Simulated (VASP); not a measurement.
WS2, 3 atoms in the cell. The cell holds a slab with vacuum, 3 atoms: a = 3.051 Å, b = 3.051 Å, c = 17.259 Å, α = 90.00°, β = 90.00°, γ = 120.00°. 

```yaml
Program: VASP 6.6.1
Task: single point
Functional: PBEsol
Potentials_or_basis: VASP PAW PBE potentials, release 64 (W_sv, S)
Cutoff: 520 eV
k_mesh: 12 × 12 × 2
Occupations: gaussian, width 0.02 eV
Spin: no spin polarisation
Dipole_correction: no
Further_INCAR_settings: ALGO = Normal; EDIFF = 1e-06; NBANDS = 20
```

Potentials or basis: VASP PAW PBE potentials, release 64 (W_sv, S).

Launch:

```console
$ cat potpaw_PBE.64/W_sv/POTCAR potpaw_PBE.64/S/POTCAR > POTCAR
$ mpirun -np 1 vasp_std > vasp.out
```

Hardware: 1 thread of Intel(R) Xeon(R) 6975P-C (Granite Rapids), on a shared host.

Problem. How long does it take, and how much memory?

Solution. It took 64 s on 1 thread of Intel(R) Xeon(R) 6975P-C (Granite Rapids), with other jobs on the host, peak memory 0.3 GiB. Counts: scf iterations 22, k points 38.
